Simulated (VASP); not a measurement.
# Cs (Im-3m) in VASP: a series of runs

Cs is run at these levels: PBE, revPBE; tasks: single point.

All numbers are computed with VASP 6.6.1; they aren't measurements. Logs are shortened: lines on timing, memory, paths and dates and some standing lists are left out, and cuts for length are marked.

**1. The cell of the first run**

Symmetry: Im-3m, No. 229, cubic system. Conventional cell: a = 6.045 Å, b = 6.045 Å, c = 6.045 Å, α = 90.00°, β = 90.00°, γ = 90.00°.

**2. Single point, PBE**

Contents of INCAR:

```
PREC     = Accurate       # precision mode
ENCUT    = 520            # plane-wave cutoff, eV
EDIFF    = 1E-7           # SCF threshold, eV
ISMEAR   = -1             # smearing method
SIGMA    = 0.05           # smearing width, eV
LREAL    = False          # projectors in reciprocal space
LASPH    = True           # aspherical terms in the spheres
NELM     = 100            # most SCF steps
ALGO     = Normal         # electronic algorithm
ISIF     = 2              # what is computed and relaxed
LWAVE    = False          # write WAVECAR
LCHARG   = False          # write CHGCAR
GGA      = PE             # functional
NBANDS   = 10             # bands
```

Contents of KPOINTS:

```
Automatic mesh
0
Gamma
  9 9 9
```

Contents of POSCAR:

```
Cs
1.0
   -3.0225000000      3.0225000000      3.0225000000
    3.0225000000     -3.0225000000      3.0225000000
    3.0225000000      3.0225000000     -3.0225000000
Cs
1
Direct
    0.0000000000      0.0000000000      0.0000000000
```

Potentials or basis: VASP PAW PBE potentials, release 64 (Cs_sv).

The run is started by

```console
cat potpaw_PBE.64/Cs_sv/POTCAR > POTCAR
mpirun -np 1 vasp_std > vasp.out
```

OUTCAR:

```text
PREC = Accurate
   ENCUT = 520
   EDIFF = 1E-7
   ISMEAR = -1
   LREAL = False
   LASPH = True
   NELM = 100
   ISIF = 2
   GGA = PE

 ion  position               nearest neighbor table
   1  0.000  0.000  0.000-

  LATTYP: Found a body centered cubic cell.
 ALAT       =     6.0450000000

  Lattice vectors:

 A1 = (  -3.0225000000,   3.0225000000,   3.0225000000)
 A2 = (   3.0225000000,  -3.0225000000,   3.0225000000)
 A3 = (   3.0225000000,   3.0225000000,  -3.0225000000)

Analysis of symmetry for initial positions (statically):
=====================================================================
 Subroutine PRICEL returns:
 Original cell was already a primitive cell.

 Routine SETGRP: Setting up the symmetry group for a
 body centered cubic supercell.

 Subroutine GETGRP returns: Found 48 space group operations
 (whereof 48 operations were pure point group operations)
 out of a pool of 48 trial point group operations.

The static configuration has the point symmetry O_h .

Analysis of symmetry for dynamics (positions and initial velocities):
=====================================================================
 Subroutine PRICEL returns:
 Original cell was already a primitive cell.

 Routine SETGRP: Setting up the symmetry group for a
 body centered cubic supercell.

 Subroutine GETGRP returns: Found 48 space group operations
 (whereof 48 operations were pure point group operations)
 out of a pool of 48 trial point group operations.

The dynamic configuration has the point symmetry O_h .

 Subroutine INISYM returns: Found 48 space group operations
 (whereof 48 operations are pure point group operations),
 and found     1 'primitive' translations

----------------------------------------------------------------------------------------

                                     Primitive cell

  volume of cell :     110.4483

  direct lattice vectors                    reciprocal lattice vectors
    -3.022500000  3.022500000  3.022500000     0.000000000  0.165425972  0.165425972
     3.022500000 -3.022500000  3.022500000     0.165425972  0.000000000  0.165425972
     3.022500000  3.022500000 -3.022500000     0.165425972  0.165425972  0.000000000

  length of vectors
     5.235123566  5.235123566  5.235123566     0.233947653  0.233947653  0.233947653

  position of ions in fractional coordinates (direct lattice)
     0.000000000  0.000000000  0.000000000

  ion indices of the primitive-cell ions
   primitive index   ion index
                 1           1

----------------------------------------------------------------------------------------

 KPOINTS: Automatic mesh

Automatic generation of k-mesh.
 Grid dimensions read from file:
 generate k-points for:    9    9    9

 Generating k-lattice:

  Cartesian coordinates                     Fractional coordinates (reciprocal lattice)
     0.000000000  0.018380664  0.018380664     0.111111111  0.000000000  0.000000000
     0.018380664  0.000000000  0.018380664     0.000000000  0.111111111  0.000000000
     0.018380664  0.018380664  0.000000000     0.000000000  0.000000000  0.111111111

  Length of vectors
     0.025994184  0.025994184  0.025994184

  Shift w.r.t. Gamma in fractional coordinates (k-lattice)
     0.000000000  0.000000000  0.000000000

 Subroutine IBZKPT returns following result:
 ===========================================

 Found     35 irreducible k-points:

 Following reciprocal coordinates:
            Coordinates               Weight
  0.000000  0.000000  0.000000      1.000000
  0.111111  0.000000  0.000000     12.000000
  0.222222  0.000000  0.000000     12.000000
  0.333333  0.000000  0.000000     12.000000
  0.444444  0.000000  0.000000     12.000000
  0.111111  0.111111  0.000000     24.000000
[... 16 lines left out ...]
 -0.333333  0.444444  0.111111     48.000000
 -0.444444 -0.444444  0.111111     24.000000
 [... further k-points ...]
   k-points           NKPTS =     35   k-points in BZ     NKDIM =     35   number of bands    NBANDS=     10
   number of dos      NEDOS =    301   number of ions     NIONS =      1
   total plane-waves  NPLWV =  64000
   dimension x,y,z NGX =    40 NGY =   40 NGZ =   40
   dimension x,y,z NGXF=    80 NGYF=   80 NGZF=   80
   ions per type =               1
   NGX,Y,Z   is equivalent  to a cutoff of  12.70, 12.70, 12.70 a.u.
   NGXF,Y,Z  is equivalent  to a cutoff of  25.40, 25.40, 25.40 a.u.
 SYSTEM =  unknown system
   PREC   = accura    normal or accurate (medium, high low for compatibility)
   ISTART =      0    job   : 0-new  1-cont  2-samecut
   ICHARG =      2    charge: 1-file 2-atom 10-const
   ISPIN  =      1    spin polarized calculation?
   LNONCOLLINEAR =      F non collinear calculations
   LSORBIT =      F    spin-orbit coupling
   LASPH  =      T    aspherical Exc in radial PAW
   ENCUT  =  520.0 eV  38.22 Ry    6.18 a.u.   9.73  9.73  9.73*2*pi/ulx,y,z
   NELM   =    100;   NELMIN=  2; NELMDL= -5     # of ELM steps
   EDIFF  = 0.1E-06   stopping-criterion for ELM
   LREAL  =      F    real-space projection
   EDIFFG = 0.1E-05   stopping-criterion for IOM
   NSW    =      0    number of steps for IOM
   IBRION =     -1    ionic relax: 0-MD 1-quasi-New 2-CG
   NFREE  =      0    steps in history (QN), initial steepest desc. (CG)
   ISIF   =      2    stress and relaxation
   ISYM   =      2    0-nonsym 1-usesym 2-fastsym
   POTIM  = 0.5000    time-step for ionic-motion
   TEBEG  =    0.0;   TEEND  =   0.0 temperature during run
   PSTRESS=    0.0 pullay stress
   NELECT =       9.0000    total number of electrons
   NUPDOWN=      -1.0000    fix difference up-down
   EMIN   =  10.00;   EMAX   =-10.00  energy-range for DOS
   EFERMI =   0.00;   METHOD = LEGACY
   ISMEAR =    -1;   SIGMA  =   0.05  broadening in eV -4-tet -1-fermi 0-gaus
   EFERMI_NEDOS =   21; number of points for ismear=-14 and -15
   IALGO  =     38    algorithm
   IMIX   =      4    mixing-type and parameters
     AMIX     =   0.40;   BMIX     =  1.00
     AMIX_MAG =   1.60;   BMIX_MAG =  1.00
  volume/ion in A,a.u.               =     110.45       745.34
  Fermi-wavevector in a.u.,A,eV,Ry     =   0.709746  1.341225  6.853782  0.503739
  Thomas-Fermi vector in A             =   1.796409
   LORBIT       =      0    0 simple, 1 ext, 2 COOP (PROOUT), +10 PAW based schemes
   GGA     = PE    functional components
[... 5 lines left out ...]
 non-spin polarized calculation
  energy-cutoff  :      520.00
  volume of cell :      110.45
 maximum number of plane-waves:      3043
   NGX = 19   NGY = 19   NGZ = 19

 number of electron       8.9999998 magnetization

 Free energy of the ion-electron system (eV)
  ---------------------------------------------------
  ext. energy  EPLUGINS =         0.00000000
  ---------------------------------------------------
  free energy    TOTEN  =        -0.85507264 eV

  energy without entropy =       -0.84530478  energy(sigma->0) =       -0.85018871

 E-fermi :   0.5584     XC(G=0):  -5.5098

 val. band max:        0.5520014380   @ k =  -0.3333   0.4444   0.1111
 cond. band min:       0.6069910666   @ k =  -0.4444   0.4444   0.1111
 fundamental gap:      0.0549896285
 Fermi energy:         0.5584051210

 k-point     1 :       0.0000    0.0000    0.0000
  band No.  band energies     occupation
      1     -23.2799      2.00000
      2     -10.0163      2.00000
      3     -10.0163      2.00000
      4     -10.0163      2.00000
      5      -1.1626      2.00000
      6       3.0741      0.00000
      7       3.0741      0.00000
      8       3.0741      0.00000
      9       3.9600      0.00000
     10       3.9600      0.00000

 k-point     2 :       0.1111    0.0000    0.0000
  band No.  band energies     occupation
      1     -23.2790      2.00000
      2     -10.0355      2.00000
      3     -10.0225      2.00000
      4     -10.0164      2.00000
      5      -1.0209      2.00000
      6       2.9250      0.00000
      7       2.9310      0.00000
      8       3.2170      0.00000
      9       3.7648      0.00000
     10       3.9358      0.00000

 k-point     3 :       0.2222    0.0000    0.0000
  band No.  band energies     occupation
      1     -23.2765      2.00000
      2     -10.0830      2.00000
      3     -10.0379      2.00000
      4     -10.0165      2.00000
      5      -0.6228      2.00000
      6       2.4376      0.00000
      7       2.6250      0.00000
      8       3.6375      0.00000
      9       3.7713      0.00000
     10       3.9392      0.00000

 k-point     4 :       0.3333    0.0000    0.0000
  band No.  band energies     occupation
      1     -23.2738      2.00000
      2     -10.1356      2.00000
      3     -10.0554      2.00000
      4     -10.0166      2.00000
      5      -0.0562      1.99999
      6       1.9175      0.00000
      7       2.3607      0.00000
      8       3.8977      0.00000
      9       4.0718      0.00000
     10       4.3093      0.00000

 k-point     5 :       0.4444    0.0000    0.0000
  band No.  band energies     occupation
      1     -23.2720      2.00000
      2     -10.1691      2.00000
      3     -10.0667      2.00000
      4     -10.0167      2.00000
      5       0.4746      1.68499
      6       1.5432      0.00000
      7       2.2150      0.00000
      8       3.8416      0.00000
      9       4.3433      0.00000
     10       5.1112      0.00000

 k-point     6 :       0.1111    0.1111    0.0000
  band No.  band energies     occupation
      1     -23.2773      2.00000
      2     -10.0682      2.00000
      3     -10.0294      2.00000
      4     -10.0209      2.00000
      5      -0.7500      2.00000
      6       2.6166      0.00000
      7       2.6883      0.00000
      8       3.4997      0.00000
      9       3.6097      0.00000
     10       4.0632      0.00000
[... 183 lines left out ...]
 k-point    21 :      -0.2222    0.3333    0.1111
  band No.  band energies     occupation
      1     -23.2732      2.00000
      2     -10.1149      2.00000
      3     -10.0632      2.00000
      4     -10.0404      2.00000
      5      -0.0245      1.99998
      6       2.0666      0.00000
      7       2.5365      0.00000
      8       3.1661      0.00000
      9       3.9835      0.00000
     10       4.3158      0.00000

 k-point    22 :      -0.4444    0.4444    0.1111
  band No.  band energies     occupation
      1     -23.2713      2.00000
      2     -10.1640      2.00000
      3     -10.0737      2.00000
      4     -10.0302      2.00000
      5       0.6070      0.54908
      6       1.5133      0.00000
      7       2.3345      0.00000
      8       3.2792      0.00000
      9       4.3179      0.00000
     10       5.1048      0.00000

 k-point    23 :      -0.3333    0.4444    0.1111
  band No.  band energies     occupation
      1     -23.2711      2.00000
      2     -10.1456      2.00000
      3     -10.0833      2.00000
      4     -10.0415      2.00000
      5       0.5520      1.06395
      6       1.6644      0.00000
      7       2.3071      0.00000
      8       3.2846      0.00000
      9       4.0271      0.00000
     10       4.7342      0.00000

 k-point    24 :      -0.4444   -0.4444    0.1111
  band No.  band energies     occupation
      1     -23.2702      2.00000
      2     -10.1577      2.00000
      3     -10.0916      2.00000
      4     -10.0414      2.00000
      5       0.9536      0.00074
      6       1.3940      0.00000
      7       2.1818      0.00000
      8       3.2205      0.00000
      9       4.2315      0.00000
     10       5.0255      0.00000

 [... further k-points ...]
[... 5 lines left out ...]
  --------------------------------------------------------------------------------------
  -------------------------------------------------------------------------------------
  Total        0.0784778      0.0784778      0.0784778     -0.0000000      0.0000000      0.0000000
  in kB        1.1384093      1.1384093      1.1384093     -0.0000000      0.0000000      0.0000000
  external PRESSURE =       1.1384093 kB  Pullay stress =       0.0000000 kB

 VOLUME and BASIS-vectors are now :
 -----------------------------------------------------------------------------
  energy-cutoff  :      520.00
  volume of cell :      110.45
      direct lattice vectors                 reciprocal lattice vectors
    -3.022500000  3.022500000  3.022500000     0.000000000  0.165425972  0.165425972
     3.022500000 -3.022500000  3.022500000     0.165425972  0.000000000  0.165425972
     3.022500000  3.022500000 -3.022500000     0.165425972  0.165425972  0.000000000

 POSITION                                       TOTAL-FORCE (eV/Angst)
 -----------------------------------------------------------------------------------
      0.00000      0.00000      0.00000        -0.000000     -0.000000     -0.000000
 -----------------------------------------------------------------------------------
    total drift:                                0.000000      0.000000     -0.000000

  FREE ENERGIE OF THE ION-ELECTRON SYSTEM (eV)
  ---------------------------------------------------
  free  energy   TOTEN  =        -0.8550726422 eV

  energy  without entropy=       -0.8453047821  energy(sigma->0) =       -0.85018871
```

It took 20 s on 1 thread of Intel Xeon Platinum 8488C (Sapphire Rapids), shared host; peak memory 0.24 GiB.

Results:

* Free energy: -0.8551 eV
* Pressure: 0.1 GPa

Caveat: spin-orbit coupling is left out, which moves the levels of the heavy elements.

**3. Single point, revPBE**

Contents of INCAR:

```
PREC     = Accurate       # precision mode
ENCUT    = 520            # plane-wave cutoff, eV
EDIFF    = 1E-6           # SCF threshold, eV
ISMEAR   = -4             # smearing method
SIGMA    = 0.1            # smearing width, eV
LREAL    = False          # projectors in reciprocal space
LASPH    = True           # aspherical terms in the spheres
NELM     = 60             # most SCF steps
ALGO     = Normal         # electronic algorithm
ISIF     = 2              # what is computed and relaxed
LWAVE    = False          # write WAVECAR
LCHARG   = False          # write CHGCAR
GGA      = RE             # functional
NBANDS   = 10             # bands
```

Contents of KPOINTS:

```
regular mesh
0
Gamma
  9 9 9
```

POSCAR is that of step 2.

Potentials or basis: VASP PAW PBE potentials, release 64 (Cs_sv).

The run is started by

```console
cat potpaw_PBE.64/Cs_sv/POTCAR > POTCAR
mpirun -np 1 vasp_std > vasp.out
```

Wall time 18 s (1 thread of Intel Xeon Platinum 8488C (Sapphire Rapids), shared host); peak memory 0.24 GiB.

The run converged. Its results:

```yaml
Free_energy: -0.7045 eV
Pressure: 0.3 GPa
```

Levels at points of the mesh, in eV from the Fermi level:
| k point | band 3 | band 4 | band 5 | band 6 | band 7 | band 8 |
| --- | --- | --- | --- | --- | --- | --- |
| (0.00, 0.00, 0.00) | -10.65 | -10.65 | -1.72 | 2.53 | 2.53 | 2.53 |

Caveat: the PAW data sets were made with another functional, which shifts forces and pressure a little; spin-orbit coupling is left out, which moves the levels of the heavy elements.
